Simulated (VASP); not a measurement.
Wanted: the native input for a VASP 6.6.1 run.

```yaml
Task: single point
Functional: LDA
Potentials_or_basis: VASP PAW LDA potentials, release 64 (Cu, As)
Cutoff: 520 eV
k_mesh: 12 × 12 × 8
Occupations: gaussian, width 0.15 eV
Spin: no spin polarisation
Dipole_correction: no
Further_INCAR_settings: ALGO = Normal; EDIFF = 1e-06; NBANDS = 24
```

The structure of CuAs lies in POSCAR:

```
CuAs
1.0
    3.6033000000      0.0000000000      0.0000000000
   -1.8016500000      3.1205493375      0.0000000000
    0.0000000000      0.0000000000      4.9876000000
Cu As
2 2
Direct
    0.0000000000      0.0000000000      0.5000000000
    0.0000000000      0.0000000000      0.0000000000
    0.6666666667      0.3333333333      0.7500000000
    0.3333333333      0.6666666667      0.2500000000
```

The input as run:

INCAR

```
SYSTEM = CuAs
PREC = Accurate
ENCUT = 520
EDIFF = 1E-6
ISMEAR = 0
SIGMA = 0.15
LREAL = .FALSE.
LASPH = .TRUE.
NELM = 80
ALGO = Normal
ISIF = 2
LWAVE = .FALSE.
LCHARG = .FALSE.
GGA = CA
NBANDS = 24
```

KPOINTS

```
Automatic mesh
0
G
  12 12 8
  0 0 0
```

Potentials or basis: VASP PAW LDA potentials, release 64 (Cu, As).

Launch:

```sh
$ cat potpaw_LDA.64/Cu/POTCAR potpaw_LDA.64/As/POTCAR > POTCAR
$ mpirun -np 1 vasp_std > vasp.out
```

Results of the run:

```
Pressure               : 11.3 GPa
Band gap on the k mesh : zero (band 16 reaches 9.95 eV, above the bottom of band 17 at 7.32 eV)
```

It took 55 s on 1 thread of Intel(R) Xeon(R) 6975P-C (Granite Rapids), with other jobs on the host, peak memory 0.23 GiB.
